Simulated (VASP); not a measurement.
LiSb3: single point with PBE+D3(BJ)

Crystal: LiSb3.

```
CELL_PARAMETERS angstrom
4.48575 0.00000 0.00000
0.00000 4.48575 0.00000
0.00000 0.00000 4.48575
ATOMIC_POSITIONS crystal
Li 0.00000 0.00000 0.00000
Sb 0.50000 0.00000 0.50000
Sb 0.00000 0.50000 0.50000
Sb 0.50000 0.50000 0.00000
```

```json
{
  "Program": "VASP 6.6.1",
  "Task": "single point",
  "Functional": "PBE",
  "Dispersion": "D3(BJ)",
  "Potentials or basis": "VASP PAW PBE potentials, release 64 (Li_sv, Sb)",
  "Cutoff": "520 eV",
  "k mesh": "4 × 4 × 4",
  "Occupations": "fermi-dirac, width 0.1 eV",
  "Spin": "no spin polarisation",
  "Dipole correction": "no",
  "Further INCAR settings": "ALGO = Normal; EDIFF = 1e-06; NBANDS = 17"
}
```

* Band gap on the k mesh: zero (band 9 reaches 9.51 eV, above the bottom of band 10 at 7.45 eV)
* Dispersion energy per atom: -0.471 eV

Levels at points of the mesh, in eV from the Fermi level:
| k point | band 5 | band 6 | band 7 | band 8 | band 9 | band 10 | band 11 | band 12 | band 13 | band 14 |
| --- | --- | --- | --- | --- | --- | --- | --- | --- | --- | --- |
| (0.00, 0.00, 0.00) | -4.70 | -4.70 | -4.70 | 0.62 | 1.12 | 1.12 | 1.12 | 2.93 | 2.93 | 2.93 |
| (0.50, 0.00, 0.00) | -3.41 | -3.41 | -1.71 | -1.71 | -1.12 | -0.86 | -0.78 | 3.02 | 3.02 | 4.62 |
| (0.50, 0.50, 0.00) | -5.48 | -2.41 | -1.59 | -1.08 | -1.08 | -0.72 | -0.72 | 2.76 | 4.39 | 4.40 |
| (0.50, 0.50, 0.50) | -6.91 | -5.23 | -5.23 | -5.23 | 0.38 | 4.71 | 4.71 | 5.32 | 5.32 | 5.32 |

Run time: 17 s on 1 thread of AMD EPYC 7R13 Processor (Zen 3) (shared host), peak memory 0.18 GiB.

Caveat: three body term missing; spin-orbit coupling is left out, which moves the levels of the heavy elements.
